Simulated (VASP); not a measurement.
# HC18O in VASP: single point with PBEsol

Aim: the single point of HC18O with PBEsol.

All numbers are computed with VASP 6.6.1; they aren't measurements. Logs are shortened: lines on timing, memory, paths and dates and some standing lists are left out, and cuts for length are marked.

**1. The cell of the first run**

The cell holds a slab with vacuum, 20 atoms: a = 7.398 Å, b = 7.398 Å, c = 11.000 Å, α = 90.00°, β = 90.00°, γ = 120.00°.

**2. Single point, PBEsol, collinear spin, zero start**

The input, INCAR:

```
PREC = Accurate
ENCUT = 520
EDIFF = 1E-6
ISMEAR = 0
SIGMA = 0.02
LREAL = Auto
LASPH = True
NELM = 150
ALGO = Normal
ISIF = 2
LWAVE = False
LCHARG = False
ISPIN = 2
MAGMOM = 0 0 0 0 0 0 0 0 0 0 0 0 0 0 0 0 0 0 0 0
LORBIT = 11
GGA = PS
NBANDS = 60
```

The input, KPOINTS:

```
regular mesh
0
Gamma
  2 2 1
```

The input, POSCAR:

```
HC18O
1.0
    7.3980000000      0.0000000000      0.0000000000
   -3.6990000000      6.4068560000      0.0000000000
    0.0000000000      0.0000000000     11.0000000000
C O H
18 1 1
Direct
    0.0054425604      0.0053484892      0.0852872727
    0.2244606583      0.1122076101      0.0794052727
    0.0049216254      0.3339770708      0.0776298182
    0.2234579003      0.4413042840      0.0829076364
    0.0060426687      0.6660377571      0.0852980909
    0.2231834771      0.7789692792      0.0857136364
    0.3361676588      0.0005737604      0.0825330909
    0.5584785465      0.1114596613      0.0816380909
    0.3346165247      0.3339697349      0.0776863636
    0.5585934123      0.4456669543      0.0803745455
    0.3362186869      0.6668069331      0.1163714545
    0.5613255654      0.7790452915      0.0855994545
    0.6699384955      0.0006285454      0.0824838182
    0.8933064491      0.1122382023      0.0793775455
    0.6704461598      0.3353421709      0.0809241818
    0.8926251970      0.4456632083      0.0804280000
    0.6655347444      0.6660627303      0.0852897273
    0.8920735722      0.7786321403      0.1102456364
    0.3478574193      0.6895853442      0.2413950000
   -0.1083949882      0.7779623890      0.2130477273
```

Potentials or basis: VASP PAW PBE potentials, release 64 (C, O, H).

On the command line:

```bash
> cat potpaw_PBE.64/C/POTCAR potpaw_PBE.64/O/POTCAR potpaw_PBE.64/H/POTCAR > POTCAR
> mpirun -np 1 vasp_std > vasp.out
```

OUTCAR:

```text
PREC = Accurate
   ENCUT = 520
   EDIFF = 1E-6
   ISMEAR = 0
   LREAL = Auto
   LASPH = True
   NELM = 150
   ISIF = 2
   ISPIN = 2
   LORBIT = 11
   GGA = PS

 ion  position               nearest neighbor table
   1  0.005  0.005  0.085-   2 1.40  14 1.40  18 1.48
   2  0.224  0.112  0.079-   1 1.40   9 1.42   7 1.43
   3  0.005  0.334  0.078-   4 1.40  14 1.42  16 1.44
   4  0.223  0.441  0.083-   9 1.40   3 1.40  11 1.49
   5  0.006  0.666  0.085-   6 1.39  16 1.41  18 1.48
   6  0.223  0.779  0.086-   5 1.39   7 1.42  11 1.48
   7  0.336  0.001  0.083-   6 1.42   8 1.42   2 1.43
   8  0.558  0.111  0.082-  13 1.42   7 1.42  15 1.43
   9  0.335  0.334  0.078-   4 1.40   2 1.42  10 1.44
  10  0.559  0.446  0.080-  17 1.41  15 1.42   9 1.44
  11  0.336  0.667  0.116-  19 1.38  12 1.48   6 1.48   4 1.49
  12  0.561  0.779  0.086-  17 1.39  13 1.42  11 1.48
  13  0.670  0.001  0.082-  12 1.42   8 1.42  14 1.43
  14  0.893  0.112  0.079-   1 1.40   3 1.42  13 1.43
  15  0.670  0.335  0.081-  10 1.42  16 1.42   8 1.43
  16  0.893  0.446  0.080-   5 1.41  15 1.42   3 1.44
  17  0.666  0.666  0.085-  12 1.39  10 1.41  18 1.48
  18  0.892  0.779  0.110-  20 1.13  17 1.48   5 1.48   1 1.48
  19  0.348  0.690  0.241-  11 1.38
  20  0.892  0.778  0.213-  18 1.13

  LATTYP: Found a hexagonal cell.
 ALAT       =     7.3980000000
 C/A-ratio  =     1.4868883482

  Lattice vectors:

 A1 = (   7.3980000000,   0.0000000000,   0.0000000000)
 A2 = (  -3.6990000000,   6.4068560000,   0.0000000000)
 A3 = (   0.0000000000,   0.0000000000,  11.0000000000)

Analysis of symmetry for initial positions (statically):
=====================================================================
 Subroutine PRICEL returns:
 Original cell was already a primitive cell.

 Routine SETGRP: Setting up the symmetry group for a
 hexagonal supercell.

 Subroutine GETGRP returns: Found  1 space group operations
 (whereof  1 operations were pure point group operations)
 out of a pool of 24 trial point group operations.

The static configuration has the point symmetry C_1 .

Analysis of symmetry for dynamics (positions and initial velocities):
=====================================================================
 Subroutine PRICEL returns:
 Original cell was already a primitive cell.

 Routine SETGRP: Setting up the symmetry group for a
 hexagonal supercell.
[... 172 lines left out ...]

 number of electron      79.0000001 magnetization      -0.0003568

 number of electron      79.0000000 magnetization       0.4999988

 Free energy of the ion-electron system (eV)
  ---------------------------------------------------
  ext. energy  EPLUGINS =         0.00000000
  ---------------------------------------------------
  free energy    TOTEN  =      -179.26352534 eV

  energy without entropy =     -179.26352534  energy(sigma->0) =     -179.26352534

 E-fermi :  -2.0196     XC(G=0):  -4.1955

 val. band max:       -2.1111219954   @ k =   0.5000   0.5000   0.0000
 cond. band min:      -1.9220418870   @ k =   0.5000  -0.0000   0.0000
 fundamental gap:      0.1890801084
 Fermi energy:        -2.0196477168

 spin component 1

 k-point     1 :       0.0000    0.0000    0.0000
  band No.  band energies     occupation
      1     -22.1387      1.00000
      2     -20.8545      1.00000
      3     -18.9896      1.00000
      4     -18.8959      1.00000
      5     -18.8664      1.00000
      6     -18.8080      1.00000
[... 205 lines left out ...]
     50       4.2347      0.00000
     51       4.5075      0.00000
 Fermi energy:        -2.0196477168

 spin component 2

 k-point     1 :       0.0000    0.0000    0.0000
  band No.  band energies     occupation
      1     -22.0602      1.00000
      2     -20.8030      1.00000
      3     -18.9802      1.00000
      4     -18.8682      1.00000
      5     -18.8346      1.00000
      6     -18.7752      1.00000
[... 205 lines left out ...]
     50       4.2644      0.00000
     51       4.5270      0.00000
 [bands above 51 left out]

------------------------ aborting loop because EDIFF is reached ----------------------------------------

  FORCE on cell =-STRESS in cart. coord.  units (eV):
  Direction    XX          YY          ZZ          XY          YZ          ZX
  --------------------------------------------------------------------------------------
  -------------------------------------------------------------------------------------
  Total        1.4653923      2.1662268      0.2293129      0.0146927      0.0250080      0.0031756
  in kB        4.5031096      6.6567543      0.7046720      0.0451501      0.0768489      0.0097586
  external PRESSURE =       3.9548453 kB  Pullay stress =       0.0000000 kB

 VOLUME and BASIS-vectors are now :
 -----------------------------------------------------------------------------
  energy-cutoff  :      520.00
  volume of cell :      521.38
      direct lattice vectors                 reciprocal lattice vectors
     7.398000000  0.000000000  0.000000000     0.135171668  0.078041398  0.000000000
    -3.699000000  6.406856000  0.000000000     0.000000000  0.156082796  0.000000000
     0.000000000  0.000000000 11.000000000     0.000000000  0.000000000  0.090909091

 POSITION                                       TOTAL-FORCE (eV/Angst)
 -----------------------------------------------------------------------------------
      0.02048      0.03427      0.93816        -0.003874     -0.001468     -0.001890
      1.24550      0.71890      0.87346         0.001728      0.006453      0.000277
     -1.19897      2.13974      0.85393        -0.012534      0.007117     -0.001233
      0.02076      2.82737      0.91198        -0.007282      0.003222      0.000421
     -2.41897      4.26721      0.93828        -0.026068      0.000882      0.004938
     -1.23030      4.99074      0.94285         0.031964     -0.004771      0.000089
[... 12 lines left out ...]
      0.02267      4.41807      2.65534        -0.000125      0.024264      0.242664
      3.71841      4.98429      2.34353         0.002401     -0.008630      0.043908
 -----------------------------------------------------------------------------------
    total drift:                                0.021877      0.007981     -0.008458

  FREE ENERGIE OF THE ION-ELECTRON SYSTEM (eV)
  ---------------------------------------------------
  free  energy   TOTEN  =      -179.2635253415 eV

  energy  without entropy=     -179.2635253415  energy(sigma->0) =     -179.26352534

 total charge

# of ion       s       p       d       tot
------------------------------------------
    1        0.861   1.774   0.000   2.635
    2        0.862   1.789   0.000   2.651
    3        0.862   1.785   0.000   2.647
    4        0.867   1.777   0.000   2.644
    5        0.863   1.769   0.000   2.632
    6        0.869   1.765   0.000   2.634
[... 12 lines left out ...]
   19        1.589   3.372   0.000   4.962
   20        0.579   0.041   0.000   0.621
--------------------------------------------------
tot         17.621  35.401   0.000  53.022

 magnetization (x)

# of ion       s       p       d       tot
------------------------------------------
    1        0.000   0.003   0.000   0.003
    2        0.000   0.005   0.000   0.005
    3       -0.001  -0.009   0.000  -0.010
    4        0.003   0.053   0.000   0.055
    5       -0.001  -0.010   0.000  -0.011
    6        0.002   0.034   0.000   0.036
[... 12 lines left out ...]
   19        0.001   0.071   0.000   0.073
   20        0.001   0.000   0.000   0.001
--------------------------------------------------
tot          0.008   0.280   0.000   0.288
```

stdout:

```text
POSCAR found type information on POSCAR C O H
 POSCAR found :  3 types and      20 ions
 scaLAPACK will be used
 -----------------------------------------------------------------------------
|                                                                             |
|                                                                             |
|     You enforced a specific xc type in the INCAR file but a different       |
|     I HOPE YOU KNOW WHAT YOU ARE DOING!                                     |
|                                                                             |
 -----------------------------------------------------------------------------

 LDA part: xc-table for (Slater+PW92), standard interpolation
 POSCAR, INCAR and KPOINTS ok, starting setup
 FFT: planning ... GRIDC
 FFT: planning ... GRID_SOFT
 FFT: planning ... GRID
 WAVECAR not read
 entering main loop
```

Wall time 7.3 min (1 thread of AMD EPYC 9R45 (Zen 5), shared host); peak memory 0.79 GiB.

What came out:

```
Free energy                                           : -179.2635 eV
Largest force                                         : 0.244 eV/Å
Net moment                                            : 0.50 μB per cell
Site moments                                          : C +0.00, +0.01, -0.01, +0.06, +0.04 (each value once); O +0.07; H +0.00 μB
Valence electrons inside the program's atomic spheres : C 2.63, 2.65, 2.64, 2.62, 2.59, 2.66 (each value once); O 4.96; H 0.62
```

Forces on the atoms (eV/Å):
```
C   -0.004 -0.001 -0.002
C    0.002  0.006  0.000
C   -0.013  0.007 -0.001
C   -0.007  0.003  0.000
C   -0.026  0.001  0.005
C    0.032 -0.005  0.000
C   -0.002  0.016 -0.006
C    0.004  0.000  0.007
C    0.013  0.008 -0.012
C    0.000 -0.004  0.006
C   -0.006 -0.021 -0.243
C   -0.003 -0.018  0.011
C    0.004  0.009 -0.009
C   -0.010 -0.001 -0.009
C    0.003  0.004 -0.001
C   -0.001 -0.018 -0.006
C    0.015 -0.005 -0.012
C   -0.002  0.002 -0.016
O    0.000  0.024  0.243
H    0.002 -0.009  0.044
```

Caveat: the k points lie up to 0.49 Å⁻¹ apart; the PAW data sets were made with another functional, which shifts forces and pressure a little.
